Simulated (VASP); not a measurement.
# Sn in VASP: a series of runs

Runs on Sn. Level: PBEsol. Tasks: single point.

All numbers are computed with VASP 6.6.1; they aren't measurements. Logs are shortened: lines on timing, memory, paths and dates and some standing lists are left out, and cuts for length are marked.

## (1) The cell of the first run

Symmetry: I4/mmm, No. 139, tetragonal system. Conventional cell: a = 3.903 Å, b = 3.903 Å, c = 3.846 Å, α = 90.00°, β = 90.00°, γ = 90.00°. Within 4.4 Å of Sn (site symmetry 4/mmm) lie 14 Sn at 3.36 to 3.90 Å.

## (2) Single point, PBEsol (strain +0.030 along x and y, +0.015 along z)

Contents of INCAR:

```
ALGO = Fast ; EDIFF = 1E-7
ENCUT = 520 ; GGA = PS
ISIF = 2 ; ISMEAR = 0
LASPH = True ; LCHARG = False
LREAL = False ; LWAVE = False
NBANDS = 13 ; NELM = 80
PREC = Accurate ; SIGMA = 0.15
```

Contents of KPOINTS:

```
k-points
0
Gamma
  18 18 18
```

Contents of POSCAR:

```
Sn
1.0
   -1.9514913738      1.9514913738      1.9230715965
    1.9514913738     -1.9514913738      1.9230715965
    1.9514913738      1.9514913738     -1.9230715965
Sn
1
Direct
    0.0000000000      0.0000000000      0.0000000000
```

Potentials or basis: VASP PAW PBE potentials, release 64 (Sn_d).

Launch:

```bash
> cat potpaw_PBE.64/Sn_d/POTCAR > POTCAR
> mpirun -np 1 vasp_std > vasp.out
```

OUTCAR:

```text
EDIFF = 1E-7
   ENCUT = 520
   GGA = PS
   ISIF = 2
   ISMEAR = 0
   LASPH = True
   LREAL = False
   NELM = 80
   PREC = Accurate

 ion  position               nearest neighbor table
   1  0.000  0.000  0.000-

  LATTYP: Found a body centered tetragonal cell.
 ALAT       =     3.9029827476
 C/A-ratio  =     0.9854368932

  Lattice vectors:

 A1 = (  -1.9514913738,   1.9514913738,   1.9230715965)
 A2 = (   1.9514913738,  -1.9514913738,   1.9230715965)
 A3 = (   1.9514913738,   1.9514913738,  -1.9230715965)

Analysis of symmetry for initial positions (statically):
=====================================================================
 Subroutine PRICEL returns:
 Original cell was already a primitive cell.

 Routine SETGRP: Setting up the symmetry group for a
 body centered tetragonal supercell.

 Subroutine GETGRP returns: Found 16 space group operations
 (whereof 16 operations were pure point group operations)
 out of a pool of 16 trial point group operations.

The static configuration has the point symmetry D_4h.

Analysis of symmetry for dynamics (positions and initial velocities):
=====================================================================
 Subroutine PRICEL returns:
 Original cell was already a primitive cell.

 Routine SETGRP: Setting up the symmetry group for a
 body centered tetragonal supercell.

 Subroutine GETGRP returns: Found 16 space group operations
 (whereof 16 operations were pure point group operations)
 out of a pool of 16 trial point group operations.

The dynamic configuration has the point symmetry D_4h.

 Subroutine INISYM returns: Found 16 space group operations
 (whereof 16 operations are pure point group operations),
 and found     1 'primitive' translations

----------------------------------------------------------------------------------------

                                     Primitive cell

  volume of cell :      29.2947

  direct lattice vectors                    reciprocal lattice vectors
    -1.951491374  1.951491374  1.923071597     0.000000000  0.256214302  0.260000720
     1.951491374 -1.951491374  1.923071597     0.256214302  0.000000000  0.260000720
     1.951491374  1.951491374 -1.923071597     0.256214302  0.256214302  0.000000000

  length of vectors
     3.363754083  3.363754083  3.363754083     0.365028962  0.365028962  0.362341741

  position of ions in fractional coordinates (direct lattice)
     0.000000000  0.000000000  0.000000000

  ion indices of the primitive-cell ions
   primitive index   ion index
                 1           1

----------------------------------------------------------------------------------------

 KPOINTS: k-points

Automatic generation of k-mesh.
 Grid dimensions read from file:
 generate k-points for:   18   18   18

 Generating k-lattice:

  Cartesian coordinates                     Fractional coordinates (reciprocal lattice)
     0.000000000  0.014234128  0.014444484     0.055555556 -0.000000000  0.000000000
     0.014234128  0.000000000  0.014444484    -0.000000000  0.055555556  0.000000000
     0.014234128  0.014234128  0.000000000     0.000000000  0.000000000  0.055555556

  Length of vectors
     0.020279387  0.020279387  0.020130097

  Shift w.r.t. Gamma in fractional coordinates (k-lattice)
     0.000000000  0.000000000  0.000000000

 Subroutine IBZKPT returns following result:
 ===========================================

 Found    480 irreducible k-points:

 Following reciprocal coordinates:
            Coordinates               Weight
  0.000000  0.000000  0.000000      1.000000
  0.055556  0.000000  0.000000      8.000000
  0.111111  0.000000  0.000000      8.000000
  0.166667  0.000000  0.000000      8.000000
  0.222222 -0.000000  0.000000      8.000000
  0.277778 -0.000000  0.000000      8.000000
[... 16 lines left out ...]
 -0.277778  0.055556 -0.000000     16.000000
 -0.222222  0.055556 -0.000000     16.000000
 [... further k-points ...]
   k-points           NKPTS =    480   k-points in BZ     NKDIM =    480   number of bands    NBANDS=     13
   number of dos      NEDOS =    301   number of ions     NIONS =      1
   total plane-waves  NPLWV =  21952
   dimension x,y,z NGX =    28 NGY =   28 NGZ =   28
   dimension x,y,z NGXF=    56 NGYF=   56 NGZF=   56
   ions per type =               1
   NGX,Y,Z   is equivalent  to a cutoff of  13.84, 13.84, 13.84 a.u.
   NGXF,Y,Z  is equivalent  to a cutoff of  27.68, 27.68, 27.68 a.u.
 SYSTEM =  unknown system
   PREC   = accura    normal or accurate (medium, high low for compatibility)
   ISTART =      0    job   : 0-new  1-cont  2-samecut
   ICHARG =      2    charge: 1-file 2-atom 10-const
   ISPIN  =      1    spin polarized calculation?
   LNONCOLLINEAR =      F non collinear calculations
   LSORBIT =      F    spin-orbit coupling
   LASPH  =      T    aspherical Exc in radial PAW
   ENCUT  =  520.0 eV  38.22 Ry    6.18 a.u.   6.25  6.25  6.25*2*pi/ulx,y,z
   NELM   =     80;   NELMIN=  2; NELMDL= -5     # of ELM steps
   EDIFF  = 0.1E-06   stopping-criterion for ELM
   LREAL  =      F    real-space projection
   EDIFFG = 0.1E-05   stopping-criterion for IOM
   NSW    =      0    number of steps for IOM
   IBRION =     -1    ionic relax: 0-MD 1-quasi-New 2-CG
   NFREE  =      0    steps in history (QN), initial steepest desc. (CG)
   ISIF   =      2    stress and relaxation
   ISYM   =      2    0-nonsym 1-usesym 2-fastsym
   POTIM  = 0.5000    time-step for ionic-motion
   TEBEG  =    0.0;   TEEND  =   0.0 temperature during run
   PSTRESS=    0.0 pullay stress
   NELECT =      14.0000    total number of electrons
   NUPDOWN=      -1.0000    fix difference up-down
   EMIN   =  10.00;   EMAX   =-10.00  energy-range for DOS
   EFERMI =   0.00;   METHOD = LEGACY
   ISMEAR =     0;   SIGMA  =   0.15  broadening in eV -4-tet -1-fermi 0-gaus
   EFERMI_NEDOS =   21; number of points for ismear=-14 and -15
   IALGO  =     68    algorithm
   IMIX   =      4    mixing-type and parameters
     AMIX     =   0.40;   BMIX     =  1.00
     AMIX_MAG =   1.60;   BMIX_MAG =  1.00
  volume/ion in A,a.u.               =      29.29       197.69
  Fermi-wavevector in a.u.,A,eV,Ry     =   1.279935  2.418727 22.289524  1.638234
  Thomas-Fermi vector in A             =   2.412392
   LORBIT       =      0    0 simple, 1 ext, 2 COOP (PROOUT), +10 PAW based schemes
   GGA     = PS    functional components
   LHFCALC =     F    Hartree Fock is set to
   AEXX    =    0.0000 exact exchange contribution
   IVDW    =     0    specifies the selected vdW correction
   LEPSILON=     F    determine dielectric tensor
   LRPA    =     F    only Hartree local field effects (RPA)
 non-spin polarized calculation
 RMM-DIIS sequential band-by-band and
 Gauss-broadening in eV      SIGMA  =   0.15
  energy-cutoff  :      520.00
  volume of cell :       29.29
 maximum number of plane-waves:       799
 NGX is ok and might be reduce to    28
   NGX = 13   NGY = 13   NGZ = 13

 number of electron      14.0000006 magnetization

 Free energy of the ion-electron system (eV)
  ---------------------------------------------------
  ext. energy  EPLUGINS =         0.00000000
  ---------------------------------------------------
  free energy    TOTEN  =        -4.18137343 eV

  energy without entropy =       -4.17506503  energy(sigma->0) =       -4.17821923

 E-fermi :   7.0521     XC(G=0): -10.1589

 val. band max:        7.0284589630   @ k =  -0.3333  -0.3333   0.2222
 cond. band min:       7.0673073284   @ k =  -0.2778   0.3333   0.1111
 fundamental gap:      0.0388483654
 Fermi energy:         7.0521189148

 k-point     1 :       0.0000    0.0000    0.0000
  band No.  band energies     occupation
      1     -14.3589      2.00000
      2     -14.3565      2.00000
      3     -14.3565      2.00000
      4     -14.2497      2.00000
      5     -14.2429      2.00000
      6      -3.5196      2.00000
      7      14.3100      0.00000
      8      14.3100      0.00000
      9      14.3914      0.00000
     10      18.9553      0.00000
     11      18.9554      0.00000
     12      19.0910      0.00000
     13      19.1362      0.00000

 k-point     2 :       0.0556    0.0000    0.0000
  band No.  band energies     occupation
      1     -14.3590      2.00000
      2     -14.3548      2.00000
      3     -14.3522      2.00000
      4     -14.2500      2.00000
      5     -14.2439      2.00000
      6      -3.4562      2.00000
      7      13.8032      0.00000
      8      14.0659      0.00000
      9      14.2737      0.00000
     10      18.0640      0.00000
     11      18.2069      0.00000
     12      18.8591      0.00000
     13      19.5375      0.00000

 k-point     3 :       0.1111    0.0000    0.0000
  band No.  band energies     occupation
      1     -14.3619      2.00000
      2     -14.3503      2.00000
      3     -14.3371      2.00000
      4     -14.2514      2.00000
      5     -14.2462      2.00000
      6      -3.2662      2.00000
      7      12.4994      0.00000
      8      13.4845      0.00000
      9      14.0434      0.00000
     10      17.1350      0.00000
     11      17.4483      0.00000
     12      18.6418      0.00000
     13      20.1223      0.00000

 k-point     4 :       0.1667    0.0000    0.0000
  band No.  band energies     occupation
      1     -14.3667      2.00000
      2     -14.3441      2.00000
      3     -14.3136      2.00000
      4     -14.2545      2.00000
      5     -14.2481      2.00000
      6      -2.9495      2.00000
      7      10.8994      0.00000
      8      12.7900      0.00000
      9      13.7029      0.00000
     10      16.3954      0.00000
     11      16.7917      0.00000
     12      18.6489      0.00000
     13      20.3683      0.00000

 k-point     5 :       0.2222   -0.0000    0.0000
  band No.  band energies     occupation
      1     -14.3726      2.00000
      2     -14.3384      2.00000
      3     -14.2847      2.00000
      4     -14.2579      2.00000
      5     -14.2492      2.00000
      6      -2.5072      2.00000
      7       9.2425      0.00000
      8      12.1103      0.00000
      9      13.3109      0.00000
     10      15.8010      0.00000
     11      16.2395      0.00000
     12      18.8891      0.00000
     13      20.6750      0.00000
[... 257 lines left out ...]
 k-point    22 :      -0.3333    0.0556    0.0000
  band No.  band energies     occupation
      1     -14.3795      2.00000
      2     -14.3345      2.00000
      3     -14.2604      2.00000
      4     -14.2507      2.00000
      5     -14.2377      2.00000
      6      -1.5748      2.00000
      7       6.8901      1.87346
      8      10.8818      0.00000
      9      12.4353      0.00000
     10      15.3888      0.00000
     11      16.1806      0.00000
     12      19.3531      0.00000
     13      21.6007      0.00000

 k-point    23 :      -0.2778    0.0556   -0.0000
  band No.  band energies     occupation
      1     -14.3735      2.00000
      2     -14.3371      2.00000
      3     -14.2676      2.00000
      4     -14.2603      2.00000
      5     -14.2494      2.00000
      6      -2.1974      2.00000
      7       8.4428      0.00000
      8      11.4388      0.00000
      9      12.8182      0.00000
     10      15.7881      0.00000
     11      16.5265      0.00000
     12      18.8746      0.00000
     13      21.2145      0.00000

 k-point    24 :      -0.2222    0.0556   -0.0000
  band No.  band energies     occupation
      1     -14.3674      2.00000
      2     -14.3428      2.00000
      3     -14.2964      2.00000
      4     -14.2584      2.00000
      5     -14.2480      2.00000
      6      -2.7004      2.00000
      7      10.0457      0.00000
      8      12.1150      0.00000
      9      13.2443      0.00000
     10      16.2912      0.00000
     11      16.8991      0.00000
     12      18.6162      0.00000
     13      20.8887      0.00000

 [... further k-points ...]

------------------------ aborting loop because EDIFF is reached ----------------------------------------

  FORCE on cell =-STRESS in cart. coord.  units (eV):
  Direction    XX          YY          ZZ          XY          YZ          ZX
  --------------------------------------------------------------------------------------
  -------------------------------------------------------------------------------------
  Total       -0.8612091     -0.8612091     -0.9359925      0.0000000      0.0000000      0.0000000
  in kB      -47.1010360    -47.1010360    -51.1910745      0.0000000      0.0000000      0.0000000
  external PRESSURE =     -48.4643822 kB  Pullay stress =       0.0000000 kB

 VOLUME and BASIS-vectors are now :
 -----------------------------------------------------------------------------
  energy-cutoff  :      520.00
  volume of cell :       29.29
      direct lattice vectors                 reciprocal lattice vectors
    -1.951491374  1.951491374  1.923071597     0.000000000  0.256214302  0.260000720
     1.951491374 -1.951491374  1.923071597     0.256214302  0.000000000  0.260000720
     1.951491374  1.951491374 -1.923071597     0.256214302  0.256214302  0.000000000

 POSITION                                       TOTAL-FORCE (eV/Angst)
 -----------------------------------------------------------------------------------
      0.00000      0.00000      0.00000         0.000000      0.000000      0.000000
 -----------------------------------------------------------------------------------
    total drift:                                0.000000     -0.000000     -0.000000

  FREE ENERGIE OF THE ION-ELECTRON SYSTEM (eV)
  ---------------------------------------------------
  free  energy   TOTEN  =        -4.1813734323 eV

  energy  without entropy=       -4.1750650346  energy(sigma->0) =       -4.17821923
```

Wall time 98 s (1 thread of Intel Xeon 6975P-C (Granite Rapids), shared host); peak memory 0.28 GiB.

What came out:

* Free energy: -4.1814 eV
* Pressure: -4.8 GPa
* Band gap on the k mesh: zero (band 7 reaches 14.31 eV, above the bottom of band 8 at 4.84 eV)

Stress tensor (GPa, compression positive):
```
-4.71  0.00  0.00
 0.00 -4.71  0.00
 0.00  0.00 -5.12
```

Caveat: the cell differs from its parent crystal (strain +0.030 along x and y, +0.015 along z); the PAW data sets were made with another functional, which shifts forces and pressure a little; spin-orbit coupling is left out, which moves the levels of the heavy elements.

## (3) Single point, PBEsol (strain -0.030 along x and y, -0.030 along z)

Contents of INCAR:

```
SYSTEM = Sn
  ALGO = Fast
  EDIFF = 1E-7
  ENCUT = 520
  GGA = PS
  ISIF = 2
  ISMEAR = 0
  LASPH = .TRUE.
  LCHARG = .FALSE.
  LREAL = .FALSE.
  LWAVE = .FALSE.
  NBANDS = 13
  NELM = 80
  PREC = Accurate
  SIGMA = 0.15
```

Contents of KPOINTS:

```
k-points
0
G
  18 18 18
  0 0 0
```

Contents of POSCAR:

```
Sn
1.0
   -1.8378122646      1.8378122646      1.8378122646
    1.8378122646     -1.8378122646      1.8378122646
    1.8378122646      1.8378122646     -1.8378122646
Sn
1
Direct
    0.0000000000      0.0000000000      0.0000000000
```

Potentials or basis: VASP PAW PBE potentials, release 64 (Sn_d).

Launch:

```bash
> cat potpaw_PBE.64/Sn_d/POTCAR > POTCAR
> mpirun -np 1 vasp_std > vasp.out
```

Wall time 26 s (1 thread of Intel Xeon 6975P-C, shared host); peak memory 0.18 GiB.

It converged, with:

```yaml
Free_energy: -4.2182 eV
Pressure: 3.3 GPa
Band_gap_on_the_k_mesh: zero (band 7 reaches 17.90 eV, above the bottom of band 8 at 6.30 eV)
```

Levels at points of the mesh, in eV from the Fermi level:
```
           k point  band 4  band 5  band 6  band 7  band 8  band 9  band 10  band 11
(0.00, 0.00, 0.00)  -21.32  -21.32  -11.79    8.83    8.83    8.83    12.30    12.30
(0.50, 0.00, 0.00)  -21.33  -21.21   -6.52   -4.91    3.92    5.74     8.50     8.59
(0.50, 0.50, 0.50)  -21.24  -21.24   -1.94   -0.59   -0.59   -0.59     3.82     3.82
```

Caveat: the cell differs from its parent crystal (strain -0.030 along x and y, -0.030 along z); the PAW data sets were made with another functional, which shifts forces and pressure a little; spin-orbit coupling is left out, which moves the levels of the heavy elements.

## (4) Single point, PBEsol (strain -0.015 along x and y, -0.015 along z)

Contents of INCAR:

```
SYSTEM = Sn
  PREC = Accurate
  ENCUT = 520
  EDIFF = 1E-6
  ISMEAR = 0
  SIGMA = 0.15
  LREAL = .FALSE.
  LASPH = .TRUE.
  NELM = 80
  ALGO = Normal
  ISIF = 2
  LWAVE = .FALSE.
  LCHARG = .TRUE.
  GGA = PS
  LELF = .TRUE.
  LVHAR = .TRUE.
  NBANDS = 13
```

Contents of KPOINTS:

```
regular mesh
0
G
  18 18 18
  0 0 0
```

Contents of POSCAR:

```
Sn
1.0
   -1.8662320419      1.8662320419      1.8662320419
    1.8662320419     -1.8662320419      1.8662320419
    1.8662320419      1.8662320419     -1.8662320419
Sn
1
Direct
    0.0000000000      0.0000000000      0.0000000000
```

Launch:

```bash
> cat potpaw_PBE.64/Sn_d/POTCAR > POTCAR
> mpirun -np 1 vasp_std > vasp.out
```

Wall time 22 s (1 thread of Intel Xeon 6975P-C, shared host); peak memory 0.18 GiB.

Results (log left out):

```
Free energy            : -4.2317 eV
Pressure               : 0.4 GPa
Band gap on the k mesh : zero (band 7 reaches 16.85 eV, above the bottom of band 8 at 5.86 eV)
```

Levels at points of the mesh, in eV from the Fermi level:
| k point | band 4 | band 5 | band 6 | band 7 | band 8 | band 9 | band 10 | band 11 |
| --- | --- | --- | --- | --- | --- | --- | --- | --- |
| (0.00, 0.00, 0.00) | -21.30 | -21.30 | -11.42 | 8.38 | 8.38 | 8.38 | 12.22 | 12.22 |
| (0.50, 0.00, 0.00) | -21.31 | -21.21 | -6.47 | -4.65 | 3.76 | 5.59 | 8.22 | 8.43 |
| (0.50, 0.50, 0.50) | -21.23 | -21.23 | -2.23 | -0.52 | -0.52 | -0.52 | 3.83 | 3.83 |

Caveat: the cell differs from its parent crystal (strain -0.015 along x and y, -0.015 along z); the PAW data sets were made with another functional, which shifts forces and pressure a little; spin-orbit coupling is left out, which moves the levels of the heavy elements.

## (5) The runs side by side

```tsv
cell	gap on the mesh (eV)	pressure (GPa)
a = 3.364 Å, angles 109.1, 109.1, 110.3°, 1 atom	none	-4.8
a = 3.183 Å, angles 109.5°, 1 atom	none	3.3
a = 3.232 Å, angles 109.5°, 1 atom	none	0.4
```

Alike in all rows: task single point; level PBEsol; potentials or basis VASP PAW PBE potentials, release 64 (Sn_d); no spin polarisation; k mesh 18 × 18 × 18; cutoff (eV) 520; smearing gaussian 0.15 eV.

Caveats: the PAW data sets were made with another functional, which shifts forces and pressure a little; spin-orbit coupling is left out, which moves the levels of the heavy elements.

Absolute energies hang on the potentials; compare differences alone.
